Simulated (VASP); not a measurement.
# Rh (P6_3/mmc) in VASP: further runs, part 2 of 2

VASP 6.6.1. Earlier steps stand in the parts before.

**4. Single point, PBEsol**

This run uses another cell than the first one, of the same volume but with other edges.

Contents of INCAR:

```
SYSTEM = Rh
  PREC = Accurate
  ENCUT = 520
  EDIFF = 1E-7
  ISMEAR = 0
  SIGMA = 0.15
  LREAL = .False.
  LASPH = .True.
  NELM = 80
  ALGO = Fast
  ISIF = 2
  LWAVE = .False.
  LCHARG = .False.
  GGA = PS
  NBANDS = 38
```

Contents of KPOINTS:

```
Automatic mesh
0
Gamma
  24 24 6
  0 0 0
```

Contents of POSCAR:

```
Rh
1.0
    2.7508348467      0.0000000000      0.0000000000
   -1.3754174234      2.3822928589      0.0000000000
    0.0000000000      0.0000000000      8.2552538691
Rh
4
Direct
    0.0000000000      0.0000000000      0.0000000000
    0.3333333333      0.6666666667      0.2500000000
    0.0000000000      0.0000000000      0.5000000000
    0.6666666667      0.3333333333      0.7500000000
```

Potentials or basis: VASP PAW PBE potentials, release 64 (Rh_pv).

Started as:

```
cat potpaw_PBE.64/Rh_pv/POTCAR > POTCAR
mpirun -np 1 vasp_std > vasp.out
```

OUTCAR:

```text
SYSTEM = Rh
   PREC = Accurate
   ENCUT = 520
   EDIFF = 1E-7
   ISMEAR = 0
   LREAL = .False.
   LASPH = .True.
   NELM = 80
   ISIF = 2
   GGA = PS

 ion  position               nearest neighbor table
   1  0.000  0.000  0.000-   2 2.60   4 2.60   4 2.60   2 2.60   4 2.60   2 2.60
   2  0.333  0.667  0.250-   1 2.60   3 2.60   1 2.60   3 2.60   1 2.60   3 2.60
   3  0.000  0.000  0.500-   2 2.60   4 2.60   4 2.60   2 2.60   4 2.60   2 2.60
   4  0.667  0.333  0.750-   1 2.60   3 2.60   1 2.60   3 2.60   1 2.60   3 2.60

  LATTYP: Found a hexagonal cell.
 ALAT       =     2.7508348467
[... 1179 lines left out ...]

 [... further k-points ...]
[... 5 lines left out ...]
  --------------------------------------------------------------------------------------
  -------------------------------------------------------------------------------------
  Total       -2.3323264     -2.3323264      7.3265519      0.0000000      0.0000000     -0.0000000
  in kB      -69.0732361    -69.0732361    216.9802029      0.0000000      0.0000000     -0.0000000
  external PRESSURE =      26.2779103 kB  Pullay stress =       0.0000000 kB

 VOLUME and BASIS-vectors are now :
 -----------------------------------------------------------------------------
  energy-cutoff  :      520.00
  volume of cell :       54.10
      direct lattice vectors                 reciprocal lattice vectors
     2.750834847  0.000000000  0.000000000     0.363526004  0.209881836  0.000000000
    -1.375417423  2.382292859  0.000000000     0.000000000  0.419763673  0.000000000
     0.000000000  0.000000000  8.255253869     0.000000000  0.000000000  0.121134979

 POSITION                                       TOTAL-FORCE (eV/Angst)
 -----------------------------------------------------------------------------------
      0.00000      0.00000      0.00000         0.000000      0.000000      0.000000
     -0.00000      1.58820      2.06381        -0.000000      0.000000      0.000000
      0.00000      0.00000      4.12763         0.000000      0.000000      0.000000
      1.37542      0.79410      6.19144         0.000000     -0.000000     -0.000000
 -----------------------------------------------------------------------------------
    total drift:                                0.000000     -0.000000      0.000000

  FREE ENERGIE OF THE ION-ELECTRON SYSTEM (eV)
  ---------------------------------------------------
  free  energy   TOTEN  =       -32.2262823748 eV

  energy  without entropy=      -32.1593674836  energy(sigma->0) =      -32.19282493
```

OSZICAR:

```text
N       E                     dE             d eps       ncg     rms          rms(c)
DAV:   1     0.770888291879E+03    0.77089E+03   -0.36641E+04 18920   0.184E+03
DAV:   2    -0.905456851917E+01   -0.77994E+03   -0.75792E+03 19420   0.574E+02
DAV:   3    -0.344088118553E+02   -0.25354E+02   -0.24684E+02 20552   0.113E+02
DAV:   4    -0.346543932464E+02   -0.24558E+00   -0.24535E+00 20586   0.112E+01
DAV:   5    -0.346585665096E+02   -0.41733E-02   -0.41732E-02 20682   0.147E+00    0.234E+01
RMM:   6    -0.323137195649E+02    0.23448E+01   -0.67446E+00 18633   0.174E+01    0.779E+00
RMM:   7    -0.322740452591E+02    0.39674E-01   -0.62028E-01 19100   0.413E+00    0.344E+00
RMM:   8    -0.322659439848E+02    0.81013E-02   -0.14388E-01 19013   0.233E+00    0.273E+00
RMM:   9    -0.322300019358E+02    0.35942E-01   -0.70515E-02 19082   0.202E+00    0.834E-01
RMM:  10    -0.322262313680E+02    0.37706E-02   -0.95744E-03 19894   0.714E-01    0.491E-02
RMM:  11    -0.322262917485E+02   -0.60380E-04   -0.70569E-04 19931   0.183E-01    0.353E-02
RMM:  12    -0.322262816417E+02    0.10107E-04   -0.18682E-04 20035   0.114E-01    0.912E-03
RMM:  13    -0.322262811404E+02    0.50130E-06   -0.35299E-05 22896   0.432E-02    0.547E-03
RMM:  14    -0.322262832063E+02   -0.20660E-05   -0.55526E-06 22042   0.197E-02    0.430E-03
RMM:  15    -0.322262822115E+02    0.99488E-06   -0.24362E-06 20043   0.131E-02    0.124E-03
RMM:  16    -0.322262823419E+02   -0.13038E-06   -0.83755E-07 18350   0.717E-03    0.382E-04
RMM:  17    -0.322262823748E+02   -0.32962E-07   -0.16187E-07 10408   0.342E-03
   1 F= -.32226282E+02 E0= -.32192825E+02  d E =-.669149E-01
```

Run time: 3.8 min. Hardware: 1 thread of Intel Xeon 6975P-C (Granite Rapids), shared host; peak memory 0.42 GiB.

What came out:

```yaml
Free_energy: -32.2263 eV
Pressure: 2.6 GPa
Band_gap_on_the_k_mesh: zero (band 30 reaches 12.79 eV, above the bottom of band 31 at 10.88 eV)
```

Levels at points of the mesh, in eV from the Fermi level:
```tsv
k point	band 26	band 27	band 28	band 29	band 30	band 31	band 32	band 33	band 34	band 35
(0.00, 0.00, 0.00)	-2.71	-2.51	-1.77	-1.77	-1.23	-1.23	-0.29	-0.29	0.61	0.61
(0.50, 0.00, 0.00)	0.17	0.31	0.32	0.61	0.68	0.85	0.96	1.07	2.16	4.12
(0.00, 0.00, 0.50)	-2.88	-1.28	-1.28	-1.28	-1.28	-0.59	-0.59	0.10	0.10	0.10
(0.50, 0.00, 0.50)	-1.03	-0.14	-0.14	0.22	0.22	0.62	0.62	2.71	2.71	4.12
```

Caveat: the PAW data sets were made with another functional, which shifts forces and pressure a little.

**5. Overview**

```tsv
cell	further INCAR settings	gap on the mesh (eV)	pressure (GPa)
a = 2.824, b = 2.824, c = 7.831 Å, angles 90.0, 90.0, 120.0°, 4 atoms	ALGO = Fast; EDIFF = 1e-06; NBANDS = 38	none	8.9
a = 2.518, b = 2.518, c = 9.855 Å, angles 90.0, 90.0, 120.0°, 4 atoms	ALGO = Fast; EDIFF = 1e-07; NBANDS = 38	none	13.2
a = 2.751, b = 2.751, c = 8.255 Å, angles 90.0, 90.0, 120.0°, 4 atoms	ALGO = Fast; EDIFF = 1e-07; NBANDS = 38	none	2.6
```

Alike in all rows: task single point; level PBEsol; potentials or basis VASP PAW PBE potentials, release 64 (Rh_pv); no spin polarisation; k mesh 24 × 24 × 6; cutoff (eV) 520; smearing gaussian 0.15 eV.

Caveats: the PAW data sets were made with another functional, which shifts forces and pressure a little.

Absolute energies hang on the potentials; compare differences alone.
